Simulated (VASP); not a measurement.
# Cu (Cmcm) in VASP: further runs

Cu is run at these levels: LDA; tasks: single point.

Program: VASP 6.6.1. These are calculated values, not measurements. Logs are shortened: lines on timing, memory, paths and dates and some standing lists are left out, and cuts for length are marked.

## 1. The cell of the first run

It takes space group Cmcm (No. 63, orthorhombic). Conventional cell: a = 2.437 Å, b = 7.953 Å, c = 2.475 Å, α = 90.00°, β = 90.00°, γ = 90.00°. Within 3.2 Å of Cu (site symmetry m2m) lie 10 Cu at 2.44 to 2.54 Å.

## 2. Single point, LDA

INCAR

```
SYSTEM = Cu
  ALGO = Normal
  EDIFF = 1E-6
  ENCUT = 520
  ISIF = 2
  ISMEAR = -1
  LASPH = .TRUE.
  LCHARG = .FALSE.
  LREAL = .FALSE.
  LWAVE = .FALSE.
  NBANDS = 18
  NELM = 100
  PREC = Accurate
  SIGMA = 0.1
```

KPOINTS

```
k-points
0
G
  14 14 13
  0 0 0
```

POSCAR

```
Cu
1.0
    1.2184636900     -3.9763780100      0.0000000000
    1.2184636900      3.9763780100      0.0000000000
    0.0000000000      0.0000000000      2.4754955200
Cu
2
Direct
    0.1338666504      0.8661333496      0.2500000000
    0.8661333496      0.1338666504      0.7500000000
```

Potentials or basis: VASP PAW LDA potentials, release 64 (Cu).

The run is started by

```sh
cat potpaw_LDA.64/Cu/POTCAR > POTCAR
mpirun -np 1 vasp_std > vasp.out
```

OUTCAR:

```text
SYSTEM = Cu
   EDIFF = 1E-6
   ENCUT = 520
   ISIF = 2
   ISMEAR = -1
   LASPH = .TRUE.
   LREAL = .FALSE.
   NELM = 100
   PREC = Accurate

 ion  position               nearest neighbor table
   1  0.134  0.866  0.250-   2 2.46   2 2.46   2 2.54   2 2.54   2 2.54   2 2.54
   2  0.866  0.134  0.750-   1 2.46   1 2.46   1 2.54   1 2.54   1 2.54   1 2.54

  LATTYP: Found a base centered orthorhombic cell.
 ALAT       =     2.4369273800
 B/A-ratio  =     3.2634357861
 C/A-ratio  =     1.0158265447

  Lattice vectors:

 A1 = (   1.2184636900,  -3.9763780100,   0.0000000000)
 A2 = (   1.2184636900,   3.9763780100,   0.0000000000)
 A3 = (   0.0000000000,   0.0000000000,   2.4754955200)

Analysis of symmetry for initial positions (statically):
=====================================================================
 Subroutine PRICEL returns:
 Original cell was already a primitive cell.

 Routine SETGRP: Setting up the symmetry group for a
 base centered orthorhombic supercell.

 Subroutine GETGRP returns: Found  8 space group operations
 (whereof  4 operations were pure point group operations)
 out of a pool of  8 trial point group operations.

The static configuration has the point symmetry C_2h.
 The point group associated with its full space group is D_2h.

Analysis of symmetry for dynamics (positions and initial velocities):
=====================================================================
 Subroutine PRICEL returns:
 Original cell was already a primitive cell.

 Routine SETGRP: Setting up the symmetry group for a
 base centered orthorhombic supercell.

 Subroutine GETGRP returns: Found  8 space group operations
 (whereof  4 operations were pure point group operations)
 out of a pool of  8 trial point group operations.

The dynamic configuration has the point symmetry C_2h.
 The point group associated with its full space group is D_2h.

 Subroutine INISYM returns: Found  8 space group operations
 (whereof  4 operations are pure point group operations),
 and found     1 'primitive' translations

----------------------------------------------------------------------------------------

                                     Primitive cell

  volume of cell :      23.9879

  direct lattice vectors                    reciprocal lattice vectors
     1.218463690 -3.976378010  0.000000000     0.410352811 -0.125742572  0.000000000
     1.218463690  3.976378010  0.000000000     0.410352811  0.125742572  0.000000000
     0.000000000  0.000000000  2.475495520     0.000000000  0.000000000  0.403959527

  length of vectors
     4.158874348  4.158874348  2.475495520     0.429186001  0.429186001  0.403959527

  position of ions in fractional coordinates (direct lattice)
     0.133866650  0.866133350  0.250000000
     0.866133350  0.133866650  0.750000000

  ion indices of the primitive-cell ions
   primitive index   ion index
                 1           1
                 2           2

----------------------------------------------------------------------------------------

 KPOINTS: k-points

Automatic generation of k-mesh.
 Grid dimensions read from file:
 generate k-points for:   14   14   13

 Generating k-lattice:

  Cartesian coordinates                     Fractional coordinates (reciprocal lattice)
     0.029310915 -0.008981612  0.000000000     0.071428571 -0.000000000  0.000000000
     0.029310915  0.008981612  0.000000000    -0.000000000  0.071428571  0.000000000
     0.000000000  0.000000000  0.031073810     0.000000000  0.000000000  0.076923077

  Length of vectors
     0.030656143  0.030656143  0.031073810

  Shift w.r.t. Gamma in fractional coordinates (k-lattice)
     0.000000000  0.000000000  0.000000000

 Subroutine IBZKPT returns following result:
 ===========================================

 Found    399 irreducible k-points:

 Following reciprocal coordinates:
            Coordinates               Weight
  0.000000  0.000000  0.000000      1.000000
  0.071429  0.000000  0.000000      4.000000
  0.142857 -0.000000  0.000000      4.000000
  0.214286  0.000000  0.000000      4.000000
  0.285714  0.000000  0.000000      4.000000
  0.357143  0.000000  0.000000      4.000000
[... 16 lines left out ...]
  0.214286  0.142857  0.000000      4.000000
  0.285714  0.142857  0.000000      4.000000
 [... further k-points ...]
   k-points           NKPTS =    399   k-points in BZ     NKDIM =    399   number of bands    NBANDS=     18
   number of dos      NEDOS =    301   number of ions     NIONS =      2
   total plane-waves  NPLWV =  18432
   dimension x,y,z NGX =    32 NGY =   32 NGZ =   18
   dimension x,y,z NGXF=    64 NGYF=   64 NGZF=   36
   ions per type =               2
   NGX,Y,Z   is equivalent  to a cutoff of  12.79, 12.79, 12.09 a.u.
   NGXF,Y,Z  is equivalent  to a cutoff of  25.58, 25.58, 24.18 a.u.
 SYSTEM =  Cu
   PREC   = accura    normal or accurate (medium, high low for compatibility)
   ISTART =      0    job   : 0-new  1-cont  2-samecut
   ICHARG =      2    charge: 1-file 2-atom 10-const
   ISPIN  =      1    spin polarized calculation?
   LNONCOLLINEAR =      F non collinear calculations
   LSORBIT =      F    spin-orbit coupling
   LASPH  =      T    aspherical Exc in radial PAW
   ENCUT  =  520.0 eV  38.22 Ry    6.18 a.u.   7.73  7.73  4.60*2*pi/ulx,y,z
   NELM   =    100;   NELMIN=  2; NELMDL= -5     # of ELM steps
   EDIFF  = 0.1E-05   stopping-criterion for ELM
   LREAL  =      F    real-space projection
   EDIFFG = 0.1E-04   stopping-criterion for IOM
   NSW    =      0    number of steps for IOM
   IBRION =     -1    ionic relax: 0-MD 1-quasi-New 2-CG
   NFREE  =      0    steps in history (QN), initial steepest desc. (CG)
   ISIF   =      2    stress and relaxation
   ISYM   =      2    0-nonsym 1-usesym 2-fastsym
   POTIM  = 0.5000    time-step for ionic-motion
   TEBEG  =    0.0;   TEEND  =   0.0 temperature during run
   PSTRESS=    0.0 pullay stress
   NELECT =      22.0000    total number of electrons
   NUPDOWN=      -1.0000    fix difference up-down
   EMIN   =  10.00;   EMAX   =-10.00  energy-range for DOS
   EFERMI =   0.00;   METHOD = LEGACY
   ISMEAR =    -1;   SIGMA  =   0.10  broadening in eV -4-tet -1-fermi 0-gaus
   EFERMI_NEDOS =   21; number of points for ismear=-14 and -15
   IALGO  =     38    algorithm
   IMIX   =      4    mixing-type and parameters
     AMIX     =   0.40;   BMIX     =  1.00
     AMIX_MAG =   1.60;   BMIX_MAG =  1.00
  volume/ion in A,a.u.               =      11.99        80.94
  Fermi-wavevector in a.u.,A,eV,Ry     =   1.590566  3.005733 34.421366  2.529899
  Thomas-Fermi vector in A             =   2.689241
   LORBIT       =      0    0 simple, 1 ext, 2 COOP (PROOUT), +10 PAW based schemes
   GGA     = CA    functional components
   LHFCALC =     F    Hartree Fock is set to
   AEXX    =    0.0000 exact exchange contribution
   IVDW    =     0    specifies the selected vdW correction
   LEPSILON=     F    determine dielectric tensor
   LRPA    =     F    only Hartree local field effects (RPA)
 non-spin polarized calculation
  energy-cutoff  :      520.00
  volume of cell :       23.99
 maximum number of plane-waves:       672
   NGX = 15   NGY = 15   NGZ =  9

 number of electron      21.9999988 magnetization

 Free energy of the ion-electron system (eV)
  ---------------------------------------------------
  ext. energy  EPLUGINS =         0.00000000
  ---------------------------------------------------
  free energy    TOTEN  =        -9.08403669 eV

  energy without entropy =       -9.06651629  energy(sigma->0) =       -9.07527649

 E-fermi :   7.1218     XC(G=0): -12.9740

 val. band max:        7.1142653240   @ k =   0.5000   0.2143   0.1538
 cond. band min:       7.1268611310   @ k =   0.3571   0.2143   0.1538
 fundamental gap:      0.0125958071
 Fermi energy:         7.1218113704

 k-point     1 :       0.0000    0.0000    0.0000
  band No.  band energies     occupation
      1      -2.0922      2.00000
      2       2.1513      2.00000
      3       2.8884      2.00000
      4       3.3661      2.00000
      5       4.0825      2.00000
      6       4.3502      2.00000
[... 10 lines left out ...]
     17      26.7772      0.00000
     18      28.7593      0.00000

 k-point     2 :       0.0714    0.0000    0.0000
  band No.  band energies     occupation
      1      -1.9449      2.00000
      2       2.2071      2.00000
      3       2.9446      2.00000
      4       3.4173      2.00000
      5       4.0994      2.00000
      6       4.3453      2.00000
[... 10 lines left out ...]
     17      27.3009      0.00000
     18      30.4572      0.00000

 k-point     3 :       0.1429   -0.0000    0.0000
  band No.  band energies     occupation
      1      -1.5105      2.00000
      2       2.3530      2.00000
      3       3.1025      2.00000
      4       3.5618      2.00000
      5       4.1460      2.00000
      6       4.2574      2.00000
[... 10 lines left out ...]
     17      27.5800      0.00000
     18      30.8754      0.00000

 k-point     4 :       0.2143    0.0000    0.0000
  band No.  band energies     occupation
      1      -0.8156      2.00000
      2       2.5349      2.00000
      3       3.3129      2.00000
      4       3.6337      2.00000
      5       4.0030      2.00000
      6       4.2102      2.00000
[... 375 lines left out ...]
      4       3.5547      2.00000
      5       4.1424      2.00000
      6       4.2240      2.00000
[... 10 lines left out ...]
     17      28.1279      0.00000
     18      32.2007      0.00000

 k-point    23 :       0.2143    0.1429    0.0000
  band No.  band energies     occupation
      1       0.8384      2.00000
      2       2.8460      2.00000
      3       3.1297      2.00000
      4       3.5797      2.00000
      5       4.1769      2.00000
      6       4.2492      2.00000
[... 10 lines left out ...]
     17      28.5307      0.00000
     18      30.2605      0.00000

 k-point    24 :       0.2857    0.1429    0.0000
  band No.  band energies     occupation
      1       1.6403      2.00000
      2       2.7810      2.00000
      3       3.1498      2.00000
      4       3.6186      2.00000
      5       4.1289      2.00000
      6       4.2552      2.00000
[... 10 lines left out ...]
     17      27.6315      0.00000
     18      29.0888      0.00000

 [... further k-points ...]
[... 5 lines left out ...]
  --------------------------------------------------------------------------------------
  -------------------------------------------------------------------------------------
  Total       -0.9186891     -1.0454504     -0.9445312      0.0000000      0.0000000      0.0000000
  in kB      -61.3601954    -69.8267162    -63.0862174      0.0000000      0.0000000      0.0000000
  external PRESSURE =     -64.7577097 kB  Pullay stress =       0.0000000 kB

 VOLUME and BASIS-vectors are now :
 -----------------------------------------------------------------------------
  energy-cutoff  :      520.00
  volume of cell :       23.99
      direct lattice vectors                 reciprocal lattice vectors
     1.218463690 -3.976378010  0.000000000     0.410352811 -0.125742572  0.000000000
     1.218463690  3.976378010  0.000000000     0.410352811  0.125742572  0.000000000
     0.000000000  0.000000000  2.475495520     0.000000000  0.000000000  0.403959527

 POSITION                                       TOTAL-FORCE (eV/Angst)
 -----------------------------------------------------------------------------------
      1.21846      2.91177      0.61887         0.000000     -0.041759     -0.000000
      1.21846     -2.91177      1.85662         0.000000      0.041759      0.000000
 -----------------------------------------------------------------------------------
    total drift:                                0.000000     -0.000000      0.000000

  FREE ENERGIE OF THE ION-ELECTRON SYSTEM (eV)
  ---------------------------------------------------
  free  energy   TOTEN  =        -9.0840366863 eV

  energy  without entropy=       -9.0665162924  energy(sigma->0) =       -9.07527649
```

Wall time 71 s (1 thread of AMD EPYC 9R45 (Zen 5), shared host); peak memory 0.22 GiB.

What came out:

- Free energy: -9.0840 eV
- Pressure: -6.5 GPa
- Largest force: 0.042 eV/Å
- Band gap on the k mesh: zero (band 11 reaches 10.79 eV, above the bottom of band 12 at 5.47 eV)

Forces in eV/Å, atoms in the order of the input:
```
Cu   0.000 -0.042  0.000
Cu   0.000  0.042  0.000
```

## 3. Single point, LDA

INCAR

```
PREC     = Accurate       # precision mode
ENCUT    = 520            # plane-wave cutoff, eV
EDIFF    = 1E-6           # SCF threshold, eV
ISMEAR   = -1             # smearing method
SIGMA    = 0.1            # smearing width, eV
LREAL    = False          # projectors in reciprocal space
LASPH    = True           # aspherical terms in the spheres
NELM     = 80             # most SCF steps
ALGO     = Normal         # electronic algorithm
ISIF     = 2              # what is computed and relaxed
LWAVE    = False          # write WAVECAR
LCHARG   = False          # write CHGCAR
NBANDS   = 18             # bands
```

KPOINTS

```
Automatic mesh
0
Gamma
  14 14 13
```

POSCAR is that of step 2.

Potentials or basis: VASP PAW LDA potentials, release 64 (Cu).

The run is started by

```sh
cat potpaw_LDA.64/Cu/POTCAR > POTCAR
mpirun -np 1 vasp_std > vasp.out
```

Run time: 74 s. Hardware: 1 thread of AMD EPYC 9R45 (Zen 5), shared host; peak memory 0.22 GiB.

The run converged. Its results:

| Item | Value |
| --- | --- |
| Free energy | -9.0840 eV |
| Pressure | -6.5 GPa |
| Largest force | 0.042 eV/Å |
| Band gap on the k mesh | zero (band 11 reaches 10.79 eV, above the bottom of band 12 at 5.47 eV) |

Forces on the atoms (eV/Å):
```
Cu   0.000 -0.042  0.000
Cu   0.000  0.042  0.000
```

Stress tensor (GPa, compression positive):
```
-6.14  0.00  0.00
 0.00 -6.98  0.00
 0.00  0.00 -6.31
```

Levels at points of the mesh, in eV from the Fermi level:
```tsv
k point	band 8	band 9	band 10	band 11	band 12	band 13	band 14	band 15
(0.00, 0.00, 0.00)	-2.03	-1.84	-1.70	-1.45	-0.01	4.80	14.71	18.35
(0.50, 0.00, 0.00)	-2.51	-2.13	-1.67	-0.46	1.28	2.54	6.90	12.89
(0.50, 0.50, 0.00)	-2.32	-2.30	-1.93	-1.60	-1.53	13.62	15.33	15.52
```
